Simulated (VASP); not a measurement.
Set up this calculation in VASP 6.6.1, as the native input.

- Task: G0W0 quasiparticle levels
- Functional: LDA
- Potentials or basis: VASP PAW LDA potentials, release 64 (Rb_sv_GW, Br_GW)
- Cutoff: 500 eV
- k mesh: 4 × 4 × 4
- Occupations: gaussian, width 0.01 eV
- Spin: no spin polarisation
- Dipole correction: no
- GW scheme: G0W0
- GW iterations: 1
- Cutoff of the response function: 140
- Frequency points: 48
- Empty bands: 264
- Further INCAR settings: ALGO = EVGW0; EDIFF = 1e-08; NBANDS = 272

The system is RbBr.

```
Rb Br
1.0
     4.12793    0.00000    0.00000
     0.00000    4.12793    0.00000
     0.00000    0.00000    4.12793
Rb Br
1 1
Direct
  0.00000 0.00000 0.00000
  0.50000 0.50000 0.50000
```

These files were run (other wordings do the same):

POSCAR

```
RbBr
1.0
    4.1279266164      0.0000000000      0.0000000000
    0.0000000000      4.1279266164      0.0000000000
    0.0000000000      0.0000000000      4.1279266164
Rb Br
1 1
Direct
    0.0000000000      0.0000000000      0.0000000000
    0.5000000000      0.5000000000      0.5000000000
```

INCAR.step1

```
SYSTEM = RbBr
ALGO = Normal
EDIFF = 1E-8
ENCUT = 500
GGA = CA
ISMEAR = 0
LASPH = .True.
LCHARG = .False.
LREAL = .False.
LWAVE = .True.
NELM = 60
PREC = Accurate
SIGMA = 0.01
```

INCAR.step2

```
SYSTEM = RbBr
ALGO = Exact
EDIFF = 1E-8
ENCUT = 500
GGA = CA
ISMEAR = 0
ISTART = 1
LASPH = .True.
LCHARG = .False.
LOPTICS = .True.
LREAL = .False.
LWAVE = .True.
NBANDS = 272
NELM = 1
PREC = Accurate
SIGMA = 0.01
```

INCAR.step3

```
SYSTEM = RbBr
ALGO = EVGW0
EDIFF = 1E-8
ENCUT = 500
ENCUTGW = 140.0
GGA = CA
ISMEAR = 0
ISTART = 1
LASPH = .True.
LCHARG = .False.
LREAL = .False.
LWAVE = .False.
NBANDS = 272
NBANDSGW = 16
NELMGW = 1
NOMEGA = 48
PREC = Accurate
PRECFOCK = Fast
SIGMA = 0.01
```

KPOINTS

```
k-points
0
Gamma
  4 4 4
  0 0 0
```

Potentials or basis: VASP PAW LDA potentials, release 64 (Rb_sv_GW, Br_GW).

Run with:

```sh
$ cat potpaw_LDA.64/Rb_sv_GW/POTCAR potpaw_LDA.64/Br_GW/POTCAR > POTCAR
$ cp INCAR.step1 INCAR
$ mpirun -np 1 vasp_std > vasp.out
$ cp INCAR.step2 INCAR
$ mpirun -np 1 vasp_std > vasp.out
$ cp INCAR.step3 INCAR
$ mpirun -np 1 vasp_std > vasp.out
```

Results of the run:

```
Band gap on the k mesh, mean-field level : 3.68 eV, indirect (least direct gap 3.83 eV)
Quasiparticle gap                        : 6.28 eV
Least direct quasiparticle gap           : 6.45 eV
```

Caveat: bands, screening cutoff and mesh are small and nothing is extrapolated, so the quasiparticle values aren't converged.

Wall time 8.2 min on 1 thread of Intel(R) Xeon(R) Platinum 8488C (Sapphire Rapids) (shared host), peak memory 1 GiB.
